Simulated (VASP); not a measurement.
# B3P2: single point with PBE

The system is B3P2.

```xyz
5
Lattice="4.5293 0.1612 -0.4568 0.8781 4.9893 -0.3558 0.2899 1.0694 2.8315" Properties=species:S:1:pos:R:3 pbc="T T T"
B     4.5205    4.5609    0.1940
B     0.7996    4.4896    2.1612
B     3.3975    2.1210    2.8404
P     1.4077    1.7920   -0.1409
P     4.6603    1.5423    1.3029
```

The cell was generated, and may not be a known phase.

```
Program                : VASP 6.6.1
Task                   : single point
Functional             : PBE
Potentials or basis    : VASP PAW PBE potentials, release 64 (B, P)
Cutoff                 : 520 eV
k mesh                 : 4 × 4 × 6
Occupations            : gaussian, width 0.1 eV
Spin                   : no spin polarisation
Dipole correction      : no
Further INCAR settings : ALGO = Normal; EDIFF = 1e-06; NBANDS = 18
```

The pressure is -0.2 GPa and the largest force is 0.022 eV/Å. The band gap on the k mesh is zero (an odd number of electrons rules out a gap without spin polarisation).

Forces on the atoms (eV/Å):
```
B    0.001 -0.009  0.003
B    0.013  0.001  0.001
B   -0.013  0.017 -0.006
P   -0.013 -0.015  0.005
P    0.012  0.006 -0.004
```

Levels at points of the mesh, in eV from the Fermi level:
```csv
k point,band 5,band 6,band 7,band 8,band 9,band 10,band 11,band 12,band 13,band 14
"(0.00, 0.00, 0.00)",-5.52,-3.59,-2.89,-1.61,-1.15,1.71,2.61,3.49,3.87,4.41
"(0.50, 0.00, 0.00)",-4.66,-3.39,-2.70,-1.66,-0.76,1.34,1.58,3.25,4.15,4.44
"(0.00, 0.50, 0.00)",-5.15,-3.41,-3.00,-1.99,0.38,1.24,1.92,2.46,3.58,4.87
"(0.50, 0.50, 0.00)",-3.13,-3.05,-2.78,-0.52,0.19,0.69,0.98,2.13,3.57,3.90
"(0.00, 0.00, 0.50)",-5.91,-4.75,-4.21,-3.06,-2.07,-1.44,-0.03,1.12,3.69,4.97
"(0.50, 0.00, 0.50)",-6.50,-5.74,-4.14,-3.22,-1.76,-0.21,1.88,2.07,4.53,5.35
"(0.00, 0.50, 0.50)",-5.85,-4.70,-4.15,-3.15,-2.00,-1.50,0.03,1.16,3.71,4.78
"(0.50, 0.50, 0.50)",-6.53,-5.69,-4.20,-3.21,-1.78,-0.17,1.94,2.11,4.64,5.33
```

Wall time 30 s on 1 thread of Intel Xeon 8259CL, on a shared host, peak memory 0.2 GiB.

Caveat: the k points lie up to 0.36 Å⁻¹ apart, too coarse for converged energies and pressures of a metal; an odd number of electrons without spin polarisation forces a metal; a magnetic or distorted state may lie lower.
